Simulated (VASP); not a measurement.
# NiO2 (P-3m1) in VASP: a series of runs

The runs below take NiO2 through single point, with PBEsol.

Program: VASP 6.6.1. These are calculated values, not measurements. Logs are shortened: lines on timing, memory, paths and dates and some standing lists are left out, and cuts for length are marked.

### 1 The cell of the first run

The structure is trigonal, space group P-3m1 (No. 164). The conventional cell has a = 2.803 Å, b = 2.803 Å, c = 4.906 Å, α = 90.00°, β = 90.00°, γ = 120.00°. Ni (site symmetry -3m) has 6 O at 1.75 Å within 2.3 Å. Within 2.3 Å of O (site symmetry 3m) lie 3 Ni at 1.75 Å and 3 O at 2.11 Å.

### 2 Single point, PBEsol

File INCAR:

```
SYSTEM = NiO2
PREC     = Accurate       ! precision mode
ENCUT    = 700            ! plane-wave cutoff, eV
EDIFF    = 1E-6           ! SCF threshold, eV
ISMEAR   = 0              ! smearing method
SIGMA    = 0.05           ! smearing width, eV
LREAL    = .False.        ! projectors in reciprocal space
LASPH    = .True.         ! aspherical terms in the spheres
NELM     = 120            ! most SCF steps
ALGO     = Normal         ! electronic algorithm
ISIF     = 2              ! what is computed and relaxed
LWAVE    = .False.        ! write WAVECAR
LCHARG   = .False.        ! write CHGCAR
GGA      = PS             ! functional
NBANDS   = 22             ! bands
GGA_COMPAT= .False.
```

File KPOINTS:

```
Automatic mesh
0
Gamma
  12 12 6
  0 0 0
```

File POSCAR:

```
NiO2
1.0
    2.8028105550      0.0000000000      0.0000000000
   -1.4014052775      2.4273051426      0.0000000000
    0.0000000000      0.0000000000      4.9060395955
Ni O
1 2
Direct
    0.0000000000      0.0000000000      0.5000000000
    0.6666666667      0.3333333333      0.6373845568
    0.3333333333      0.6666666667      0.3626154432
```

Potentials or basis: VASP PAW PBE potentials, release 64 (Ni_sv_GW, O).

The run is started by

```bash
> cat potpaw_PBE.64/Ni_sv_GW/POTCAR potpaw_PBE.64/O/POTCAR > POTCAR
> mpirun -np 1 vasp_std > vasp.out
```

OUTCAR:

```text
SYSTEM = NiO2
   PREC = Accurate
   ENCUT = 700
   EDIFF = 1E-6
   ISMEAR = 0
   LREAL = .False.
   LASPH = .True.
   NELM = 120
   ISIF = 2
   GGA = PS

 ion  position               nearest neighbor table
   1  0.000  0.000  0.500-   2 1.75   3 1.75   3 1.75   2 1.75   2 1.75   3 1.75
   2  0.667  0.333  0.637-   1 1.75   1 1.75   1 1.75
   3  0.333  0.667  0.363-   1 1.75   1 1.75   1 1.75

  LATTYP: Found a hexagonal cell.
 ALAT       =     2.8028105550
 C/A-ratio  =     1.7504000000

  Lattice vectors:

 A1 = (   2.8028105550,   0.0000000000,   0.0000000000)
 A2 = (  -1.4014052775,   2.4273051426,   0.0000000000)
 A3 = (   0.0000000000,   0.0000000000,   4.9060395955)

Analysis of symmetry for initial positions (statically):
=====================================================================
 Subroutine PRICEL returns:
 Original cell was already a primitive cell.

 Routine SETGRP: Setting up the symmetry group for a
 hexagonal supercell.

 Subroutine GETGRP returns: Found 12 space group operations
 (whereof 12 operations were pure point group operations)
 out of a pool of 24 trial point group operations.

The static configuration has the point symmetry D_3d.

Analysis of symmetry for dynamics (positions and initial velocities):
=====================================================================
 Subroutine PRICEL returns:
 Original cell was already a primitive cell.

 Routine SETGRP: Setting up the symmetry group for a
 hexagonal supercell.

 Subroutine GETGRP returns: Found 12 space group operations
 (whereof 12 operations were pure point group operations)
 out of a pool of 24 trial point group operations.

The dynamic configuration has the point symmetry D_3d.

 Subroutine INISYM returns: Found 12 space group operations
 (whereof 12 operations are pure point group operations),
 and found     1 'primitive' translations

----------------------------------------------------------------------------------------

                                     Primitive cell

  volume of cell :      33.3771

  direct lattice vectors                    reciprocal lattice vectors
     2.802810555  0.000000000  0.000000000     0.356784727  0.205989758  0.000000000
    -1.401405278  2.427305143  0.000000000     0.000000000  0.411979517  0.000000000
     0.000000000  0.000000000  4.906039596     0.000000000  0.000000000  0.203830397

  length of vectors
[... 75 lines left out ...]
   PREC   = accura    normal or accurate (medium, high low for compatibility)
   ISTART =      0    job   : 0-new  1-cont  2-samecut
   ICHARG =      2    charge: 1-file 2-atom 10-const
   ISPIN  =      1    spin polarized calculation?
   LNONCOLLINEAR =      F non collinear calculations
   LSORBIT =      F    spin-orbit coupling
   LASPH  =      T    aspherical Exc in radial PAW
   ENCUT  =  700.0 eV  51.45 Ry    7.17 a.u.   6.05  6.05 10.58*2*pi/ulx,y,z
   NELM   =    120;   NELMIN=  2; NELMDL= -5     # of ELM steps
   EDIFF  = 0.1E-05   stopping-criterion for ELM
   LREAL  =      F    real-space projection
   EDIFFG = 0.1E-04   stopping-criterion for IOM
   NSW    =      0    number of steps for IOM
   IBRION =     -1    ionic relax: 0-MD 1-quasi-New 2-CG
   NFREE  =      0    steps in history (QN), initial steepest desc. (CG)
   ISIF   =      2    stress and relaxation
   ISYM   =      2    0-nonsym 1-usesym 2-fastsym
   POTIM  = 0.5000    time-step for ionic-motion
   TEBEG  =    0.0;   TEEND  =   0.0 temperature during run
   PSTRESS=    0.0 pullay stress
   NELECT =      30.0000    total number of electrons
   NUPDOWN=      -1.0000    fix difference up-down
   EMIN   =  10.00;   EMAX   =-10.00  energy-range for DOS
   EFERMI =   0.00;   METHOD = LEGACY
   ISMEAR =     0;   SIGMA  =   0.05  broadening in eV -4-tet -1-fermi 0-gaus
   EFERMI_NEDOS =   21; number of points for ismear=-14 and -15
   IALGO  =     38    algorithm
   IMIX   =      4    mixing-type and parameters
     AMIX     =   0.40;   BMIX     =  1.00
     AMIX_MAG =   1.60;   BMIX_MAG =  1.00
  volume/ion in A,a.u.               =      11.13        75.08
  Fermi-wavevector in a.u.,A,eV,Ry     =   1.579909  2.985596 33.961690  2.496114
  Thomas-Fermi vector in A             =   2.680217
   LORBIT       =      0    0 simple, 1 ext, 2 COOP (PROOUT), +10 PAW based schemes
   GGA     = PS    functional components
   LHFCALC =     F    Hartree Fock is set to
   AEXX    =    0.0000 exact exchange contribution
   IVDW    =     0    specifies the selected vdW correction
   LEPSILON=     F    determine dielectric tensor
   LRPA    =     F    only Hartree local field effects (RPA)
 non-spin polarized calculation
 Gauss-broadening in eV      SIGMA  =   0.05
  energy-cutoff  :      700.00
  volume of cell :       33.38
 maximum number of plane-waves:      1422
   NGX = 13   NGY = 13   NGZ = 21

 number of electron      29.9999994 magnetization

 Free energy of the ion-electron system (eV)
  ---------------------------------------------------
  ext. energy  EPLUGINS =         0.00000000
  ---------------------------------------------------
  free energy    TOTEN  =       -18.42975254 eV

  energy without entropy =      -18.42975254  energy(sigma->0) =      -18.42975254

 E-fermi :   2.8873     XC(G=0): -10.2555

 val. band max:        2.3166844007   @ k =   0.0000   0.0000   0.5000
 cond. band min:       3.1171899187   @ k =   0.3333   0.0000   0.3333
 fundamental gap:      0.8005055180
 Fermi energy:         2.8873054840

 k-point     1 :       0.0000    0.0000    0.0000
  band No.  band energies     occupation
      1    -102.3822      2.00000
      2     -63.1792      2.00000
      3     -63.1792      2.00000
      4     -62.3219      2.00000
      5     -19.8507      2.00000
      6     -14.9001      2.00000
[... 589 lines left out ...]
     21      19.3241      0.00000
     22      21.8172      0.00000

 [... further k-points ...]
[... 5 lines left out ...]
  --------------------------------------------------------------------------------------
  -------------------------------------------------------------------------------------
  Total        9.6023453      9.6023453      7.4908416     -0.0000000      0.0000000      0.0000000
  in kB      460.9339870    460.9339870    359.5771027     -0.0000000      0.0000000      0.0000000
  external PRESSURE =     427.1483589 kB  Pullay stress =       0.0000000 kB

 VOLUME and BASIS-vectors are now :
 -----------------------------------------------------------------------------
  energy-cutoff  :      700.00
  volume of cell :       33.38
      direct lattice vectors                 reciprocal lattice vectors
     2.802810555  0.000000000  0.000000000     0.356784727  0.205989758  0.000000000
    -1.401405278  2.427305143  0.000000000     0.000000000  0.411979517  0.000000000
     0.000000000  0.000000000  4.906039596     0.000000000  0.000000000  0.203830397

 POSITION                                       TOTAL-FORCE (eV/Angst)
 -----------------------------------------------------------------------------------
      0.00000      0.00000      2.45302        -0.000000      0.000000      0.000000
      1.40141      0.80910      3.12703         0.000000      0.000000      5.564923
     -0.00000      1.61820      1.77901         0.000000      0.000000     -5.564923
 -----------------------------------------------------------------------------------
    total drift:                                0.000000      0.000000      0.000000

  FREE ENERGIE OF THE ION-ELECTRON SYSTEM (eV)
  ---------------------------------------------------
  free  energy   TOTEN  =       -18.4297525380 eV

  energy  without entropy=      -18.4297525380  energy(sigma->0) =      -18.42975254
```

Run time: 58 s. Hardware: 1 thread of AMD EPYC 9R45 (Zen 5), shared host; peak memory 0.24 GiB.

Results:

| Quantity | Value |
| --- | --- |
| Free energy | -18.4298 eV |
| Pressure | 42.7 GPa |
| Largest force | 5.565 eV/Å |
| Band gap on the k mesh | 0.80 eV (least direct gap 1.27 eV) |

Forces in eV/Å, atoms in the order of the input:
```
Ni   0.000  0.000  0.000
O    0.000  0.000  5.565
O    0.000  0.000 -5.565
```

Stress tensor (GPa, compression positive):
```
46.09  0.00  0.00
 0.00 46.09  0.00
 0.00  0.00 35.96
```

Caveat: the stress differs along the axes, from 36 to 46 GPa; the PAW data sets were made with another functional, which shifts forces and pressure a little; the run has no spin polarisation, though such a crystal can be magnetic. Spin polarisation is off, so any magnetic state and its effect on volume and gap are missing.

### 3 Single point, PBEsol

This run uses another cell than the first one, of the same volume but with other edges.

File INCAR:

```
SYSTEM = NiO2
PREC = Accurate ; ENCUT = 700
EDIFF = 1E-6 ; ISMEAR = 0
SIGMA = 0.05 ; LREAL = .FALSE.
LASPH = .TRUE. ; NELM = 120
ALGO = Normal ; ISIF = 2
LWAVE = .FALSE. ; LCHARG = .FALSE.
GGA = PS ; NBANDS = 22
GGA_COMPAT = .FALSE.
```

File KPOINTS:

```
regular mesh
0
G
  12 12 6
  0 0 0
```

File POSCAR:

```
NiO2
1.0
    2.7134934025      0.0000000000      0.0000000000
   -1.3567467013      2.3499542196      0.0000000000
    0.0000000000      0.0000000000      5.2343287735
Ni O
1 2
Direct
    0.0000000000      0.0000000000      0.5000000000
    0.6666666667      0.3333333333      0.6625222406
    0.3333333333      0.6666666667      0.3374777594
```

Potentials or basis: VASP PAW PBE potentials, release 64 (Ni_sv_GW, O).

The run is started by

```bash
> cat potpaw_PBE.64/Ni_sv_GW/POTCAR potpaw_PBE.64/O/POTCAR > POTCAR
> mpirun -np 1 vasp_std > vasp.out
```

Run time: 43 s. Hardware: 1 thread of Intel Xeon 6975P-C (Granite Rapids), shared host; peak memory 0.26 GiB.

It converged, with:

```
Free energy            : -19.4135 eV
Pressure               : 26.4 GPa
Largest force          : 2.723 eV/Å
Band gap on the k mesh : 1.26 eV (least direct gap 1.67 eV)
```

Forces on the atoms (eV/Å):
```
Ni   0.000  0.000  0.000
O    0.000  0.000  2.723
O    0.000  0.000 -2.723
```

Stress tensor (GPa, compression positive):
```
29.03  0.00  0.00
 0.00 29.03  0.00
 0.00  0.00 21.06
```

Levels at points of the mesh, in eV from the valence-band top:
| k point | band 12 | band 13 | band 14 | band 15 | band 16 | band 17 | band 18 | band 19 |
| --- | --- | --- | --- | --- | --- | --- | --- | --- |
| (0.00, 0.00, 0.00) | -1.62 | -1.47 | -1.47 | -0.17 | 2.70 | 2.70 | 7.49 | 11.39 |
| (0.50, 0.00, 0.00) | -2.19 | -2.17 | -2.00 | -1.16 | 1.82 | 2.58 | 12.78 | 13.01 |
| (0.00, 0.00, 0.50) | -2.10 | -1.48 | -1.48 | -0.02 | 2.71 | 2.71 | 8.74 | 10.46 |
| (0.50, 0.00, 0.50) | -2.19 | -2.02 | -2.00 | -1.20 | 1.82 | 2.57 | 11.96 | 13.07 |

Caveat: the stress differs along the axes, from 21 to 29 GPa; the PAW data sets were made with another functional, which shifts forces and pressure a little; the run has no spin polarisation, though such a crystal can be magnetic. Spin polarisation is off, so any magnetic state and its effect on volume and gap are missing.

(Part 1 of 2 ends here.)
